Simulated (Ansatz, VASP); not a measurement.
Ti: VASP beside Ansatz

```
Ti
1.0
    -1.62780    1.62780    1.62780
     1.62780   -1.62780    1.62780
     1.62780    1.62780   -1.62780
Ti
1
Direct
  0.00000 0.00000 0.00000
```

Alike in both runs: functional PBE; k mesh 18 × 18 × 18; occupations gaussian, width 0.1 eV; no spin polarisation.

Ansatz relaxed the structure, and its values are those at the end. VASP's run is a single point on that final structure, the one shown.

```csv
,VASP,Ansatz
version,VASP 6.6.1,Ansatz 0.2.0
potentials or method,"VASP PAW PBE potentials, release 64 (Ti_sv), cutoff 520 eV","scalar-relativistic, plane waves, PAW"
valence electrons in the cell,12,12
```

VASP gave:

```
gap on the k mesh at the Fermi level (eV) : none
pressure (GPa)                            : -0.3
```

Task: Which values does Ansatz return?

Result: gap on the k mesh at the Fermi level (eV): none; pressure (GPa): 0.0.

A gap of «none» marks a metal or a gap that the smearing closes.
